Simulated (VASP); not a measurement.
A run of VASP 6.6.1:

The input INCAR:

```
ALGO     = Normal         # electronic algorithm
EDIFF    = 1E-8           # SCF threshold, eV
ENCUT    = 600            # plane-wave cutoff, eV
IBRION   = 6              # ionic algorithm
ISIF     = 3              # what is computed and relaxed
ISMEAR   = -1             # smearing method
ISPIN    = 2              # spin polarisation
LASPH    = T              # aspherical terms in the spheres
LCHARG   = F              # write CHGCAR
LMAXMIX  = 4              # l up to which the mixer works
LORBIT   = 11             # projections on sites
LREAL    = F              # projectors in reciprocal space
LWAVE    = F              # write WAVECAR
MAGMOM   = 2              # initial moments
NELM     = 150            # most SCF steps
NFREE    = 2            
NSW      = 1              # ionic steps
POTIM    = 0.015          # step
PREC     = Accurate       # precision mode
SIGMA    = 0.05           # smearing width, eV
```

File KPOINTS:

```
k-points
0
Gamma
  9 9 9
```

Contents of POSCAR:

```
V
1.0
   -1.5143500000      1.5143500000      1.5143500000
    1.5143500000     -1.5143500000      1.5143500000
    1.5143500000      1.5143500000     -1.5143500000
V
1
Direct
    0.0000000000      0.0000000000      0.0000000000
```

Potentials or basis: VASP PAW LDA potentials, release 64 (V_sv).

Launch:

```console
$ cat potpaw_LDA.64/V_sv/POTCAR > POTCAR
$ mpirun -np 1 vasp_std > vasp.out
```

Hardware: 1 thread of Intel(R) Xeon(R) 6975P-C (Granite Rapids) (shared host).

How long does it take, and how much memory?

Wall time 2.5 min on 1 thread of Intel(R) Xeon(R) 6975P-C (Granite Rapids), with other jobs on the host, peak memory 0.23 GiB. Counts: scf iterations 151, k points 35.
